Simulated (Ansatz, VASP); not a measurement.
# HgTe in VASP and in Ansatz

Contents of POSCAR:

```
HgTe
1.0
    3.7903382814      0.0000000000      0.0000000000
    0.0000000000      3.7903382814      0.0000000000
    0.0000000000      0.0000000000      3.7903382814
Hg Te
1 1
Direct
    0.0000000000      0.0000000000      0.0000000000
    0.5000000000      0.5000000000      0.5000000000
```

INCAR.step1

```
ALGO = Normal
EDIFF = 1E-5
ENCUT = 520
GGA = PE
ISIF = 2
ISMEAR = -1
LASPH = T
LCHARG = F
LREAL = F
LWAVE = T
NBANDS = 16
NELM = 100
PREC = Accurate
SIGMA = 0.02
```

INCAR.step2

```
AEXX = 0.2
ALGO = Normal
EDIFF = 1E-6
ENCUT = 520
GGA = PE
ISIF = 2
ISMEAR = -1
ISTART = 1
LASPH = T
LCHARG = F
LHFCALC = T
LREAL = F
LWAVE = F
NBANDS = 16
NELM = 100
PREC = Accurate
PRECFOCK = Normal
SIGMA = 0.02
```

The input KPOINTS:

```
k-points
0
Gamma
  4 4 4
```

Input for Ansatz:

```yaml
crystal:
  lattice:
    - [3.7903382814, 0.0, 0.0]
    - [0.0, 3.7903382814, 0.0]
    - [0.0, 0.0, 3.7903382814]
  atoms:
    - { symbol: Hg, position: [0.0, 0.0, 0.0] }
    - { symbol: Te, position: [0.5, 0.5, 0.5] }
kpoints:
  mp_grid: { grid: [4, 4, 4] }
hamiltonian:
  xc: { exchange: pbe, correlation: pbe, exx: { coeff: 0.2 } }
scf:
  occupations: { method: fermi_dirac, width: 0.02 }
  n_extra_bands: 4
output:
  forces: true
  stress: true
  eigenvalues: true
```

Alike in both runs: task single point; functional PBE-based global hybrid; k mesh 4 × 4 × 4; occupations fermi-dirac, width 0.02 eV; no spin polarisation.

```csv
,VASP,Ansatz
version,VASP 6.6.1,Ansatz 0.2.0
potentials or method,"VASP PAW PBE potentials, release 64 (Hg, Te)",plane waves
plane-wave cutoff (eV),520,420
valence electrons in the cell,18,36
```

|  | VASP | Ansatz | Ansatz less VASP |
| --- | --- | --- | --- |
| pressure (GPa) | -1.1 | -0.9 | +0.23 |

VASP's potentials were made for PBE, not for PBE-based global hybrid. VASP's potentials hold 18 valence electrons a cell and Ansatz's 36, so a difference there can come from the potentials and not from the codes. Ansatz's warnings: filled band counts differ across k points, stress exchange threshold loose, stress scf threshold loose.

The k mesh is coarse, so the values compare programs but aren't converged. Neither program's run includes spin-orbit coupling.
